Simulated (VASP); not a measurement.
Sr2PbSe3: single point with r2SCAN+rVV10

Sr2PbSe3:

```
Sr Pb Se
1.0
     3.07374   -7.19079    0.00000
     3.07374    7.19079    0.00000
     0.00000    0.00000    4.55107
Sr Pb Se
2 1 3
Direct
  0.64480 0.35520 0.50000
  0.35520 0.64480 0.50000
  0.00000 0.00000 0.00000
  0.14606 0.85394 0.50000
  0.85394 0.14606 0.50000
  0.50000 0.50000 0.00000
```

* Program: VASP 6.6.1
* Task: single point
* Functional: r2SCAN
* Dispersion: rVV10
* Potentials or basis: VASP PAW PBE potentials, release 64 (Sr_sv, Pb_d, Se)
* Cutoff: 520 eV
* k mesh: 4 × 4 × 6
* Occupations: fermi-dirac, width 0.03 eV
* Spin: no spin polarisation

The pressure is 0.2 GPa. The largest force is 0.012 eV/Å. The band gap on the k mesh is 2.22 eV (least direct gap 2.43 eV).

Forces on the atoms (eV/Å):
```
Sr   0.000 -0.010  0.000
Sr   0.000  0.010  0.000
Pb   0.000  0.000  0.000
Se   0.000  0.012  0.000
Se   0.000 -0.012  0.000
Se   0.000  0.000  0.000
```

Levels at points of the mesh, in eV from the valence-band top:
```tsv
k point	band 22	band 23	band 24	band 25	band 26	band 27	band 28	band 29	band 30	band 31
(0.00, 0.00, 0.00)	-1.15	-1.01	-0.96	-0.52	-0.41	2.34	3.39	3.70	4.00	4.25
(0.50, 0.00, 0.00)	-1.44	-1.43	-1.08	-0.60	-0.23	2.25	2.68	3.09	3.92	4.35
(0.50, 0.50, 0.00)	-1.16	-0.86	-0.81	-0.60	-0.60	2.72	3.17	3.71	4.52	4.61
(0.00, 0.00, 0.50)	-1.36	-1.18	-0.88	-0.82	-0.69	2.89	4.13	4.22	4.35	4.43
(0.50, 0.00, 0.50)	-1.72	-1.59	-0.95	-0.88	-0.21	2.22	3.48	3.73	4.29	4.81
(0.50, 0.50, 0.50)	-1.41	-1.30	-1.15	-0.65	-0.21	2.91	3.16	3.74	3.82	4.60
```

Run time: 13 min on 1 thread of AMD EPYC 9R45 96-Core Processor (Zen 5), with other jobs on the host, peak memory 0.93 GiB.

Caveat: the PAW data sets were made with another functional, which shifts forces and pressure a little; spin-orbit coupling is left out, which moves the levels of the heavy elements. A k mesh can miss the band edges.
